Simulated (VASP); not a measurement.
Input of a VASP 6.6.1 run:

File POSCAR:

```
Ge
1.0
   -2.5744897190      2.5744897190      1.3974126432
    2.5744897190     -2.5744897190      1.3974126432
    2.5744897190      2.5744897190     -1.3974126432
Ge
2
Direct
    0.2500000000      0.7500000000      0.5000000000
    0.5000000000      0.5000000000      0.0000000000
```

The input INCAR.step1:

```
SYSTEM = Ge
  PREC = Accurate
  ENCUT = 520
  ISMEAR = 0
  SIGMA = 0.1
  LREAL = .FALSE.
  LASPH = .TRUE.
  NELM = 60
  NBANDS = 21
  GGA = PE
  ALGO = Normal
  EDIFF = 1E-4
  LWAVE = .TRUE.
  LCHARG = .FALSE.
```

File INCAR.step2:

```
SYSTEM = Ge
  PREC = Accurate
  ENCUT = 520
  EDIFF = 1E-7
  ISMEAR = 0
  SIGMA = 0.1
  LREAL = .FALSE.
  LASPH = .TRUE.
  NELM = 60
  ALGO = Normal
  ISIF = 2
  LWAVE = .FALSE.
  LCHARG = .FALSE.
  METAGGA = R2SCAN
  LMIXTAU = .TRUE.
  NBANDS = 21
  ISTART = 1
```

File KPOINTS:

```
regular mesh
0
G
  8 8 8
  0 0 0
```

Potentials or basis: VASP PAW PBE potentials, release 64 (Ge_d).

Command:

```bash
$ cat potpaw_PBE.64/Ge_d/POTCAR > POTCAR
$ cp INCAR.step1 INCAR
$ mpirun -np 1 vasp_std > vasp.out
$ cp INCAR.step2 INCAR
$ mpirun -np 1 vasp_std > vasp.out
```

Problem. What does it give for the pressure?

Solution. 0.4 GPa.

Problem. Predict the band gap on the k mesh.

Solution. Zero (bands 14 and 15 overlap by 4.71 eV).

Stress tensor (GPa, compression positive):
```
-1.43  0.00  0.00
 0.00 -1.43  0.00
 0.00  0.00  4.21
```

Caveat: the stress differs along the axes, from -1 to 4 GPa; the PAW data sets were made with another functional, which shifts forces and pressure a little.
